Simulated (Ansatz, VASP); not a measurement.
## Two plane-wave programs on Mg5As

```
As Mg
1.0
     5.83380   -1.57222    0.00000
     5.83380    1.57222    0.00000
    -2.12699    0.00000    7.11680
As Mg
1 5
Direct
  0.61622 0.59348 0.71157
  0.99458 0.01084 0.97291
  0.30328 0.32224 0.66441
  0.94729 0.94583 0.41240
  0.67659 0.67373 0.32146
  0.29635 0.28180 0.06306
```

Change from the starting cell: atoms moved at random, drawn with an rms of 0.05 Å.

Alike in both runs: task single point; functional PBE; k mesh 9 × 9 × 4; occupations fermi-dirac, width 0.05 eV; no spin polarisation.

|  | VASP | Ansatz |
| --- | --- | --- |
| version | VASP 6.6.1 | Ansatz 0.2.0 |
| potentials or method | VASP PAW PBE potentials, release 64 (As, Mg) | Ansatz PAW |
| plane-wave cutoff (eV) | 520 | 420 |
| valence electrons in the cell | 15 | 65 |

VASP gave:

- gap on the k mesh at the Fermi level (eV): none
- pressure (GPa): 0.1
- traceless stress, the component that is largest in VASP (GPa): 0.19
- rms of the force components (eV/Å): 0.139

Question: Which values does Ansatz return?

Answer: gap on the k mesh at the Fermi level (eV): none; pressure (GPa): 0.2; traceless stress, the component that is largest in VASP (GPa): 0.19; rms of the force components (eV/Å): 0.139.

Atom by atom the forces differ by 0.001 eV/Å (rms over components). A gap of «none» marks a metal or a gap that the smearing closes. The functional is the same, so the differences come from potentials, cutoffs and numerics. VASP's potentials hold 15 valence electrons a cell and Ansatz's 65, so a difference there can come from the potentials and not from the codes.
